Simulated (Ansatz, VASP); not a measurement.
LiF: VASP beside Ansatz

The input INCAR:

```
SYSTEM = LiF
PREC = Accurate ; ENCUT = 520
EDIFF = 1E-6 ; ISMEAR = 0
SIGMA = 0.1 ; LREAL = .False.
LASPH = .True. ; NELM = 60
ALGO = Normal ; ISIF = 2
LWAVE = .False. ; LCHARG = .False.
GGA = PE ; NBANDS = 30
```

Contents of KPOINTS:

```
Automatic mesh
0
Gamma
  4 4 6
  0 0 0
```

The input POSCAR:

```
LiF
1.0
    5.1758363400      0.0000000000      0.0000000000
    0.0000000000      5.1758363400      0.0000000000
    0.0000000000      0.0000000000      2.7675993400
Li F
4 4
Direct
    0.1032208100      0.3296015700      0.2416469600
    0.8967791900      0.6703984300      0.7416469600
    0.6703984300      0.1032208100      0.9916469600
    0.3296015700      0.8967791900      0.4916469600
    0.3296015700      0.1032208100      0.0083530400
    0.6703984300      0.8967791900      0.5083530400
    0.8967791900      0.3296015700      0.7583530400
    0.1032208100      0.6703984300      0.2583530400
```

Input for Ansatz:

```yaml
crystal:
  lattice:
    - [5.17583634, 0.0, 0.0]
    - [0.0, 5.17583634, 0.0]
    - [0.0, 0.0, 2.76759934]
  atoms:
    - { symbol: Li, position: [0.10322081, 0.32960157, 0.24164696] }
    - { symbol: Li, position: [0.89677919, 0.67039843, 0.74164696] }
    - { symbol: Li, position: [0.67039843, 0.10322081, 0.99164696] }
    - { symbol: Li, position: [0.32960157, 0.89677919, 0.49164696] }
    - { symbol: F, position: [0.32960157, 0.10322081, 0.00835304] }
    - { symbol: F, position: [0.67039843, 0.89677919, 0.50835304] }
    - { symbol: F, position: [0.89677919, 0.32960157, 0.75835304] }
    - { symbol: F, position: [0.10322081, 0.67039843, 0.25835304] }
basis:
  ecutwfc: 420
kpoints:
  mp_grid: { grid: [4, 4, 6] }
hamiltonian:
  xc: pbe
scf:
  occupations: { method: gaussian, width: 0.1 }
  lower_state_search: "off"
output:
  forces: true
  stress: true
  eigenvalues: true
```

Alike in both runs: task single point; functional PBE; k mesh 4 × 4 × 6; occupations gaussian, width 0.1 eV; no spin polarisation.

|  | VASP | Ansatz |
| --- | --- | --- |
| version | VASP 6.6.1 | Ansatz 0.2.0 |
| potentials or method | VASP PAW PBE potentials, release 64 (Li_sv, F), cutoff 520 eV | scalar-relativistic, plane waves, PAW |
| valence electrons in the cell | 40 | 40 |

Ansatz gave:

| Property | Result |
| --- | --- |
| gap on the k mesh at the Fermi level (eV) | 7.50 |
| least direct gap on the mesh (eV) | 7.52 |
| rms of the force components (eV/Å) | 0.595 |

Question: What did VASP give for the same quantities?

Answer: gap on the k mesh at the Fermi level (eV): 7.49; least direct gap on the mesh (eV): 7.51; rms of the force components (eV/Å): 0.617.

Atom by atom the forces differ by 0.025 eV/Å (rms over components).

Noted on VASP's run: the cutoff is under 1.25 times that of the potentials, so the pressure is a little rough.
